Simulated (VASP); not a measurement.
**Sb: single point with PBE**

Crystal: Sb.

```
Sb
1.0
     2.14703    1.23959    3.65661
    -2.14703    1.23959    3.65661
     0.00000   -2.47917    3.65661
Sb
2
Direct
  0.23582 0.23582 0.23582
  0.76418 0.76418 0.76418
```

```json
{
 "Program": "VASP 6.6.1",
 "Task": "single point",
 "Functional": "PBE",
 "Potentials or basis": "VASP PAW PBE potentials, release 64 (Sb)",
 "Cutoff": "520 eV",
 "k mesh": "12 × 12 × 12",
 "Occupations": "gaussian, width 0.1 eV",
 "Spin": "no spin polarisation",
 "Dipole correction": "no",
 "Further INCAR settings": "ALGO = Normal; EDIFF = 1e-06; NBANDS = 12"
}
```

```yaml
Pressure: 4.2 GPa
Largest_force: 0.173 eV/Å
Band_gap_on_the_k_mesh: zero (band 5 reaches 7.80 eV, above the bottom of band 6 at 7.53 eV)
```

Forces on the atoms (eV/Å):
```
Sb   0.000  0.000  0.173
Sb   0.000  0.000 -0.173
```

Stress tensor (GPa, compression positive):
```
4.24 0.00 0.00
0.00 4.24 0.00
0.00 0.00 4.05
```

Levels at points of the mesh, in eV from the Fermi level:
```
           k point  band 1  band 2  band 3  band 4  band 5  band 6  band 7  band 8  band 9  band 10
(0.00, 0.00, 0.00)  -12.88   -4.54   -1.98   -1.84   -1.84    2.36    2.89    2.89    4.97     4.97
(0.50, 0.00, 0.00)  -10.40   -9.77   -1.80   -1.60   -0.28   -0.12    0.29    0.32    7.94     8.63
(0.50, 0.50, 0.00)  -10.39   -7.89   -5.65   -3.83   -3.79    1.57    5.22    5.63    7.36     8.86
(0.50, 0.50, 0.50)  -11.10   -9.18   -1.28   -1.28   -0.41   -0.03   -0.03    1.04    7.39     8.87
```

It took 34 s on 1 thread of Intel(R) Xeon(R) 6975P-C (Granite Rapids), on a shared host, peak memory 0.27 GiB.

Caveat: spin-orbit coupling is left out, which moves the levels of the heavy elements.
